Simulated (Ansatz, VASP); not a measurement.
# AlGa3N4: VASP beside Ansatz

```
Al Ga N
1.0
     5.13892    0.00000    0.00002
     0.00000    3.16341    0.00000
    -0.00369    0.00000    5.68238
Al Ga N
1 3 4
Direct
  0.00058 0.50000 0.66730
  0.49917 0.50000 0.33506
  0.49925 0.00000 0.83146
  0.99986 0.00000 0.16619
  0.11941 0.50000 0.34060
  0.11733 0.00000 0.82593
  0.62024 0.00000 0.16619
  0.63175 0.50000 0.66727
```

Change from the starting cell: strain +0.0375 x Voigt [0, 0, 1, 0, 0, 0], atoms carried along.

Alike in both runs: task single point; functional r2SCAN; k mesh 6 × 8 × 4; occupations gaussian, width 0.05 eV; no spin polarisation.

|  | VASP | Ansatz |
| --- | --- | --- |
| version | VASP 6.6.1 | Ansatz 0.2.0 |
| potentials or method | VASP PAW PBE potentials, release 64 (Al, Ga_d, N), cutoff 520 eV | scalar-relativistic, plane waves, PAW |
| valence electrons in the cell | 62 | 62 |

VASP gave:

```
gap on the k mesh at the Fermi level (eV)                     : 2.55
least direct gap on the mesh (eV)                             : 2.55
pressure (GPa)                                                : -6.0
traceless stress, the component that is largest in VASP (GPa) : -7.72
rms of the force components (eV/Å)                            : 0.169
```

Task: Estimate Ansatz's values.

Result: gap on the k mesh at the Fermi level (eV): 2.55; least direct gap on the mesh (eV): 2.55; pressure (GPa): -6.6; traceless stress, the component that is largest in VASP (GPa): -7.63; rms of the force components (eV/Å): 0.161.

VASP's potentials were made for PBE, not for r2SCAN. Atom by atom the forces differ by 0.028 eV/Å (rms over components). With one functional, cell and mesh, what is left measures potentials, basis and numerics.
